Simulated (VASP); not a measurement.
# ZnSe (I-4m2) in VASP: a series of runs

Runs on ZnSe. Level: LDA. Tasks: electric field gradients.

Program: VASP 6.6.1. These are calculated values, not measurements. Logs are shortened: lines on timing, memory, paths and dates and some standing lists are left out, and cuts for length are marked.

## (1) The cell of the first run

The structure is tetragonal, space group I-4m2 (No. 119). The conventional cell has a = 3.927 Å, b = 3.927 Å, c = 5.668 Å, α = 90.00°, β = 90.00°, γ = 90.00°. Within 3.2 Å of Zn (site symmetry -4m2) lie 4 Se at 2.42 Å. Se (site symmetry -4m2) has 4 Zn at 2.42 Å within 3.2 Å.

## (2) Electric field gradients, LDA (equal xx and yy strain of -2 %)

Input file INCAR:

```
SYSTEM = ZnSe
PREC     = Accurate       ! precision mode
ENCUT    = 520            ! plane-wave cutoff, eV
EDIFF    = 1E-8           ! SCF threshold, eV
ISMEAR   = -1             ! smearing method
SIGMA    = 0.03           ! smearing width, eV
LREAL    = .FALSE.        ! projectors in reciprocal space
LASPH    = .TRUE.         ! aspherical terms in the spheres
NELM     = 60             ! most SCF steps
ALGO     = Normal         ! electronic algorithm
ISIF     = 2              ! what is computed and relaxed
LWAVE    = .FALSE.        ! write WAVECAR
LCHARG   = .FALSE.        ! write CHGCAR
GGA      = CA             ! functional
LEFG     = .TRUE.       
NBANDS   = 16             ! bands
```

Input file KPOINTS:

```
Automatic mesh
0
G
  8 8 8
  0 0 0
```

Input file POSCAR:

```
ZnSe
1.0
    0.0000000000      2.7771240000      2.8338000000
    2.7771240000      0.0000000000      2.8338000000
    2.7771240000      2.7771240000      0.0000000000
Zn Se
1 1
Direct
    0.0000000000      0.0000000000      0.0000000000
    0.7500000000      0.7500000000      0.7500000000
```

Potentials or basis: VASP PAW LDA potentials, release 64 (Zn, Se).

On the command line:

```console
$ cat potpaw_LDA.64/Zn/POTCAR potpaw_LDA.64/Se/POTCAR > POTCAR
$ mpirun -np 1 vasp_std > vasp.out
```

OUTCAR:

```text
SYSTEM = ZnSe
   PREC = Accurate
   ENCUT = 520
   EDIFF = 1E-8
   ISMEAR = -1
   LREAL = .FALSE.
   LASPH = .TRUE.
   NELM = 60
   ISIF = 2
   GGA = CA

 ion  position               nearest neighbor table
   1  0.000  0.000  0.000-   2 2.42   2 2.42   2 2.42   2 2.42
   2  0.750  0.750  0.750-   1 2.42   1 2.42   1 2.42   1 2.42

  LATTYP: Found a body centered tetragonal cell.
 ALAT       =     3.9274464252
 C/A-ratio  =     1.4430750636

  Lattice vectors:

 A1 = (  -2.7771240000,   0.0000000000,   2.8338000000)
 A2 = (   2.7771240000,   0.0000000000,   2.8338000000)
 A3 = (   0.0000000000,   2.7771240000,  -2.8338000000)

Analysis of symmetry for initial positions (statically):
=====================================================================
 Subroutine PRICEL returns:
 Original cell was already a primitive cell.

 Routine SETGRP: Setting up the symmetry group for a
 body centered tetragonal supercell.

 Subroutine GETGRP returns: Found  8 space group operations
 (whereof  8 operations were pure point group operations)
 out of a pool of 16 trial point group operations.

The static configuration has the point symmetry D_2d.

Analysis of symmetry for dynamics (positions and initial velocities):
=====================================================================
 Subroutine PRICEL returns:
 Original cell was already a primitive cell.

 Routine SETGRP: Setting up the symmetry group for a
 body centered tetragonal supercell.

 Subroutine GETGRP returns: Found  8 space group operations
 (whereof  8 operations were pure point group operations)
 out of a pool of 16 trial point group operations.

The dynamic configuration has the point symmetry D_2d.

 Subroutine INISYM returns: Found  8 space group operations
 (whereof  8 operations are pure point group operations),
 and found     1 'primitive' translations

----------------------------------------------------------------------------------------

                                     Primitive cell

  volume of cell :      43.7109

  direct lattice vectors                    reciprocal lattice vectors
     0.000000000  2.777124000  2.833800000    -0.180042375  0.180042375  0.176441527
     2.777124000  0.000000000  2.833800000     0.180042375 -0.180042375  0.176441527
     2.777124000  2.777124000  0.000000000     0.180042375  0.180042375 -0.176441527

  length of vectors
     3.967724808  3.967724808  3.927446425     0.309777543  0.309777543  0.309777543

  position of ions in fractional coordinates (direct lattice)
     0.000000000  0.000000000  0.000000000
     0.750000000  0.750000000  0.750000000

  ion indices of the primitive-cell ions
   primitive index   ion index
                 1           1
                 2           2

----------------------------------------------------------------------------------------

 KPOINTS: Automatic mesh

Automatic generation of k-mesh.
 Grid dimensions read from file:
 generate k-points for:    8    8    8

 Generating k-lattice:

  Cartesian coordinates                     Fractional coordinates (reciprocal lattice)
    -0.022505297  0.022505297  0.022055191     0.125000000  0.000000000  0.000000000
     0.022505297 -0.022505297  0.022055191     0.000000000  0.125000000  0.000000000
     0.022505297  0.022505297 -0.022055191    -0.000000000 -0.000000000  0.125000000

  Length of vectors
     0.038722193  0.038722193  0.038722193

  Shift w.r.t. Gamma in fractional coordinates (k-lattice)
     0.000000000  0.000000000  0.000000000

 Subroutine IBZKPT returns following result:
 ===========================================

 Found     59 irreducible k-points:

 Following reciprocal coordinates:
            Coordinates               Weight
  0.000000  0.000000  0.000000      1.000000
  0.125000 -0.000000  0.000000      8.000000
  0.250000 -0.000000  0.000000      8.000000
  0.375000 -0.000000  0.000000      8.000000
  0.500000 -0.000000  0.000000      4.000000
  0.125000  0.125000  0.000000      2.000000
[... 16 lines left out ...]
  0.250000 -0.000000  0.125000     16.000000
  0.375000 -0.000000  0.125000     16.000000
 [... further k-points ...]
   k-points           NKPTS =     59   k-points in BZ     NKDIM =     59   number of bands    NBANDS=     16
   number of dos      NEDOS =    301   number of ions     NIONS =      2
   total plane-waves  NPLWV =  27000
   dimension x,y,z NGX =    30 NGY =   30 NGZ =   30
   dimension x,y,z NGXF=    60 NGYF=   60 NGZF=   60
   ions per type =               1   1
   NGX,Y,Z   is equivalent  to a cutoff of  12.57, 12.57, 12.70 a.u.
   NGXF,Y,Z  is equivalent  to a cutoff of  25.14, 25.14, 25.40 a.u.
 SYSTEM =  ZnSe
   PREC   = accura    normal or accurate (medium, high low for compatibility)
   ISTART =      0    job   : 0-new  1-cont  2-samecut
   ICHARG =      2    charge: 1-file 2-atom 10-const
   ISPIN  =      1    spin polarized calculation?
   LNONCOLLINEAR =      F non collinear calculations
   LSORBIT =      F    spin-orbit coupling
   LASPH  =      T    aspherical Exc in radial PAW
   ENCUT  =  520.0 eV  38.22 Ry    6.18 a.u.   7.38  7.38  7.30*2*pi/ulx,y,z
   NELM   =     60;   NELMIN=  2; NELMDL= -5     # of ELM steps
   EDIFF  = 0.1E-07   stopping-criterion for ELM
   LREAL  =      F    real-space projection
   EDIFFG = 0.1E-06   stopping-criterion for IOM
   NSW    =      0    number of steps for IOM
   IBRION =     -1    ionic relax: 0-MD 1-quasi-New 2-CG
   NFREE  =      0    steps in history (QN), initial steepest desc. (CG)
   ISIF   =      2    stress and relaxation
   ISYM   =      2    0-nonsym 1-usesym 2-fastsym
   POTIM  = 0.5000    time-step for ionic-motion
   TEBEG  =    0.0;   TEEND  =   0.0 temperature during run
   PSTRESS=    0.0 pullay stress
   NELECT =      18.0000    total number of electrons
   NUPDOWN=      -1.0000    fix difference up-down
   EMIN   =  10.00;   EMAX   =-10.00  energy-range for DOS
   EFERMI =   0.00;   METHOD = LEGACY
   ISMEAR =    -1;   SIGMA  =   0.03  broadening in eV -4-tet -1-fermi 0-gaus
   EFERMI_NEDOS =   21; number of points for ismear=-14 and -15
   IALGO  =     38    algorithm
   IMIX   =      4    mixing-type and parameters
     AMIX     =   0.40;   BMIX     =  1.00
     AMIX_MAG =   1.60;   BMIX_MAG =  1.00
  volume/ion in A,a.u.               =      21.86       147.49
  Fermi-wavevector in a.u.,A,eV,Ry     =   1.217968  2.301625 20.183497  1.483445
  Thomas-Fermi vector in A             =   2.353270
   LORBIT       =      0    0 simple, 1 ext, 2 COOP (PROOUT), +10 PAW based schemes
   GGA     = CA    functional components
   LHFCALC =     F    Hartree Fock is set to
   AEXX    =    0.0000 exact exchange contribution
   IVDW    =     0    specifies the selected vdW correction
   LEPSILON=     F    determine dielectric tensor
   LRPA    =     F    only Hartree local field effects (RPA)
 non-spin polarized calculation
  energy-cutoff  :      520.00
  volume of cell :       43.71
 maximum number of plane-waves:      1211
 NGX is ok and might be reduce to    30
   NGX = 15   NGY = 15   NGZ = 15

 number of electron      17.9999988 magnetization

 Free energy of the ion-electron system (eV)
  ---------------------------------------------------
  ext. energy  EPLUGINS =         0.00000000
  ---------------------------------------------------
  free energy    TOTEN  =        -7.36992969 eV

  energy without entropy =       -7.36992969  energy(sigma->0) =       -7.36992969

 E-fermi :   2.5190     XC(G=0):  -9.8795

 val. band max:        1.8972475315   @ k =   0.0000   0.0000   0.0000
 cond. band min:       3.1038062895   @ k =   0.0000   0.0000   0.0000
 fundamental gap:      1.2065587580
 Fermi energy:         2.5190036241

 k-point     1 :       0.0000    0.0000    0.0000
  band No.  band energies     occupation
      1     -11.6851      2.00000
      2      -4.9670      2.00000
      3      -4.9576      2.00000
      4      -4.9576      2.00000
      5      -4.5676      2.00000
      6      -4.5625      2.00000
[... 8 lines left out ...]
     15      13.2306      0.00000
     16      13.6237      0.00000

 k-point     2 :       0.1250   -0.0000    0.0000
  band No.  band energies     occupation
      1     -11.5758      2.00000
      2      -4.9579      2.00000
      3      -4.9453      2.00000
      4      -4.9402      2.00000
      5      -4.5687      2.00000
      6      -4.5647      2.00000
[... 8 lines left out ...]
     15      12.5934      0.00000
     16      12.6917      0.00000
[... 387 lines left out ...]
      5      -4.5825      2.00000
      6      -4.5508      2.00000
[... 8 lines left out ...]
     15      13.3848      0.00000
     16      13.9458      0.00000

 k-point    24 :       0.3750   -0.0000    0.1250
  band No.  band energies     occupation
      1     -10.9929      2.00000
      2      -4.8934      2.00000
      3      -4.8568      2.00000
      4      -4.7846      2.00000
      5      -4.5612      2.00000
      6      -4.5411      2.00000
[... 8 lines left out ...]
     15      13.5744      0.00000
     16      14.2823      0.00000

 [... further k-points ...]
[... 5 lines left out ...]
  --------------------------------------------------------------------------------------
  -------------------------------------------------------------------------------------
  Total       -0.0794537     -0.0794537     -0.3009220      0.0000000      0.0000000      0.0000000
  in kB       -2.9122915     -2.9122915    -11.0299802      0.0000000      0.0000000      0.0000000
  external PRESSURE =      -5.6181877 kB  Pullay stress =       0.0000000 kB

 VOLUME and BASIS-vectors are now :
 -----------------------------------------------------------------------------
  energy-cutoff  :      520.00
  volume of cell :       43.71
      direct lattice vectors                 reciprocal lattice vectors
     0.000000000  2.777124000  2.833800000    -0.180042375  0.180042375  0.176441527
     2.777124000  0.000000000  2.833800000     0.180042375 -0.180042375  0.176441527
     2.777124000  2.777124000  0.000000000     0.180042375  0.180042375 -0.176441527

 POSITION                                       TOTAL-FORCE (eV/Angst)
 -----------------------------------------------------------------------------------
      0.00000      0.00000      0.00000        -0.000000     -0.000000     -0.000000
      4.16569      4.16569      4.25070         0.000000      0.000000      0.000000
 -----------------------------------------------------------------------------------
    total drift:                                0.000000      0.000000      0.000001

  FREE ENERGIE OF THE ION-ELECTRON SYSTEM (eV)
  ---------------------------------------------------
  free  energy   TOTEN  =        -7.3699296895 eV

  energy  without entropy=       -7.3699296894  energy(sigma->0) =       -7.36992969

 Electric field gradients (V/A^2)
---------------------------------------------------------------------
 ion       V_xx      V_yy      V_zz      V_xy      V_xz      V_yz
---------------------------------------------------------------------
   1       1.736     1.736    -3.471     0.006     0.003     0.003
   2      -4.387    -4.387     8.774     0.001     0.000     0.000
---------------------------------------------------------------------

 Electric field gradients after diagonalization (V/A^2)
 (convention: |V_zz| > |V_xx| > |V_yy|)
----------------------------------------------------------------------
 ion       V_xx      V_yy      V_zz     asymmetry (V_yy - V_xx)/ V_zz
----------------------------------------------------------------------
   1       1.741     1.730    -3.471       0.003
   2      -4.387    -4.386     8.774       0.000
----------------------------------------------------------------------

           NMR quadrupolar parameters

 Cq : quadrupolar parameter    Cq=e*Q*V_zz/h
 eta: asymmetry parameters     (V_yy - V_xx)/ V_zz
 Q  : nuclear electric quadrupole moment in mb (millibarn)
----------------------------------------------------------------------
 ion       Cq(MHz)       eta       Q (mb)
----------------------------------------------------------------------
   1      -0.008       0.003       1.000
   2       0.021       0.000       1.000
----------------------------------------------------------------------
```

Wall time 34 s (1 thread of AMD EPYC 7R43 (Zen 3), shared host); peak memory 0.14 GiB.

Results:

```
Free energy            : -7.3699 eV
Pressure               : -0.6 GPa
Band gap on the k mesh : 1.21 eV, direct
```

Electric field gradients, principal values (V/Å²):
```
atom   least  middle  greatest (by size)
1 Zn   1.730   1.741              -3.471
2 Se  -4.386  -4.387               8.774
```

Caveat: the cell differs from its parent crystal (equal xx and yy strain of -2 %); without QUAD_EFG the Cq values of the log hold for a quadrupole moment of 1 mb, not for the nuclei.

## (3) Electric field gradients, LDA (equal xx and yy strain of -2 %)

Input file INCAR:

```
SYSTEM = ZnSe
PREC = Accurate
ENCUT = 520
EDIFF = 1E-8
ISMEAR = -1
SIGMA = 0.03
LREAL = .FALSE.
LASPH = .TRUE.
NELM = 100
ALGO = Normal
ISIF = 2
LWAVE = .FALSE.
LCHARG = .FALSE.
LEFG = .TRUE.
NBANDS = 16
```

KPOINTS is that of step 2.

POSCAR is that of step 2.

Potentials or basis: VASP PAW LDA potentials, release 64 (Zn, Se).

On the command line:

```console
$ cat potpaw_LDA.64/Zn/POTCAR potpaw_LDA.64/Se/POTCAR > POTCAR
$ mpirun -np 1 vasp_std > vasp.out
```

OUTCAR:

```text
SYSTEM = ZnSe
   PREC = Accurate
   ENCUT = 520
   EDIFF = 1E-8
   ISMEAR = -1
   LREAL = .FALSE.
   LASPH = .TRUE.
   NELM = 100
   ISIF = 2

 ion  position               nearest neighbor table
   1  0.000  0.000  0.000-   2 2.42   2 2.42   2 2.42   2 2.42
   2  0.750  0.750  0.750-   1 2.42   1 2.42   1 2.42   1 2.42

  LATTYP: Found a body centered tetragonal cell.
 ALAT       =     3.9274464252
 C/A-ratio  =     1.4430750636

  Lattice vectors:

[... 668 lines left out ...]

  FREE ENERGIE OF THE ION-ELECTRON SYSTEM (eV)
  ---------------------------------------------------
  free  energy   TOTEN  =        -7.3699296895 eV

  energy  without entropy=       -7.3699296894  energy(sigma->0) =       -7.36992969

 Electric field gradients (V/A^2)
---------------------------------------------------------------------
 ion       V_xx      V_yy      V_zz      V_xy      V_xz      V_yz
---------------------------------------------------------------------
   1       1.736     1.736    -3.471     0.006     0.003     0.003
   2      -4.387    -4.387     8.774     0.001     0.000     0.000
---------------------------------------------------------------------

 Electric field gradients after diagonalization (V/A^2)
 (convention: |V_zz| > |V_xx| > |V_yy|)
----------------------------------------------------------------------
 ion       V_xx      V_yy      V_zz     asymmetry (V_yy - V_xx)/ V_zz
----------------------------------------------------------------------
   1       1.741     1.730    -3.471       0.003
   2      -4.387    -4.386     8.774       0.000
----------------------------------------------------------------------

           NMR quadrupolar parameters

 Cq : quadrupolar parameter    Cq=e*Q*V_zz/h
 eta: asymmetry parameters     (V_yy - V_xx)/ V_zz
 Q  : nuclear electric quadrupole moment in mb (millibarn)
----------------------------------------------------------------------
 ion       Cq(MHz)       eta       Q (mb)
----------------------------------------------------------------------
   1      -0.008       0.003       1.000
   2       0.021       0.000       1.000
----------------------------------------------------------------------
```

stdout:

```text
POSCAR found type information on POSCAR ZnSe
 POSCAR found :  2 types and       2 ions
 scaLAPACK will be used
 LDA part: xc-table for (Slater(with rela. corr.)+CA(PZ))
 , standard interpolation
 POSCAR, INCAR and KPOINTS ok, starting setup
 FFT: planning ... GRIDC
 FFT: planning ... GRID_SOFT
 FFT: planning ... GRID
 WAVECAR not read
 entering main loop
ion   1

ion   2
```

Run time: 33 s. Hardware: 1 thread of AMD EPYC 7R43 (Zen 3), shared host; peak memory 0.14 GiB.

What came out:

- Free energy: -7.3699 eV
- Pressure: -0.6 GPa
- Band gap on the k mesh: 1.21 eV, direct

Stress tensor (GPa, compression positive):
```
-0.29  0.00  0.00
 0.00 -0.29  0.00
 0.00  0.00 -1.10
```

Levels at points of the mesh, in eV from the valence-band top:
```
           k point  band 5  band 6  band 7  band 8  band 9  band 10  band 11  band 12  band 13  band 14
(0.00, 0.00, 0.00)   -6.46   -6.46   -0.08    0.00    0.00     1.21     5.66     5.66     5.67     9.78
(0.50, 0.00, 0.00)   -6.44   -6.29   -5.58   -1.02   -0.90     2.41     6.18     6.34     8.43    10.91
(0.50, 0.50, 0.00)   -6.41   -6.28   -5.11   -2.30   -2.30     2.76     3.42    10.66    11.35    11.35
(0.50, 0.00, 0.50)   -6.41   -6.26   -4.99   -2.43   -2.40     2.66     3.23    10.86    11.20    11.44
```

Electric field gradients, principal values (V/Å²):
```
atom   least  middle  greatest (by size)
1 Zn   1.730   1.741              -3.471
2 Se  -4.386  -4.387               8.774
```

Caveat: the cell differs from its parent crystal (equal xx and yy strain of -2 %); without QUAD_EFG the Cq values of the log hold for a quadrupole moment of 1 mb, not for the nuclei.

(Continued in part 2 of 2.)
